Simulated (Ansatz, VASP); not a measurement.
## Hf4Te in VASP and in Ansatz

```
Hf Te
1.0
     3.40000    0.00000    0.00000
     0.00000    3.40000    0.00000
     0.00000    0.00000   18.60000
Hf Te
8 2
Cartesian
  0.0000 1.7000 13.5780
  1.7000 0.0000 11.9040
  1.7000 0.0000 15.2520
  0.0000 1.7000 10.1370
  1.7000 0.0000 8.4630
  1.7000 0.0000 5.0220
  0.0000 1.7000 6.6960
  0.0000 1.7000 3.3480
  0.0000 1.7000 17.0190
  1.7000 0.0000 1.5810
```

Alike in both runs: task relaxation of cell and atoms; functional PBE; k mesh 5 × 5 × 1; occupations gaussian, width 0.2 eV; no spin polarisation.

|  | VASP | Ansatz |
| --- | --- | --- |
| version | VASP 6.6.1 | Ansatz 0.2.0 |
| potentials or method | VASP PAW PBE potentials, release 64 (Hf_pv, Te), cutoff 600 eV | scalar-relativistic, plane waves, PAW |
| valence electrons in the cell | 92 | 240 |

Ansatz gave:

| Property | Result |
| --- | --- |
| gap on the k mesh at the Fermi level, each at its own relaxed structure (eV) | none |
| relaxed volume (Å³/atom) | 24.62 |
| relaxed length of the cell vector where the two differ most in proportion (Å) | 17.429 |

Q: Estimate VASP's values.

A: gap on the k mesh at the Fermi level, each at its own relaxed structure (eV): none; relaxed volume (Å³/atom): 24.17; relaxed length of the cell vector where the two differ most in proportion (Å): 17.249.

A gap of «none» marks a metal or a gap that the smearing closes. VASP's potentials hold 92 valence electrons a cell and Ansatz's 240, so a difference there can come from the potentials and not from the codes.

The k mesh is coarse, so the values compare programs but aren't converged. Spin-orbit coupling is off throughout.
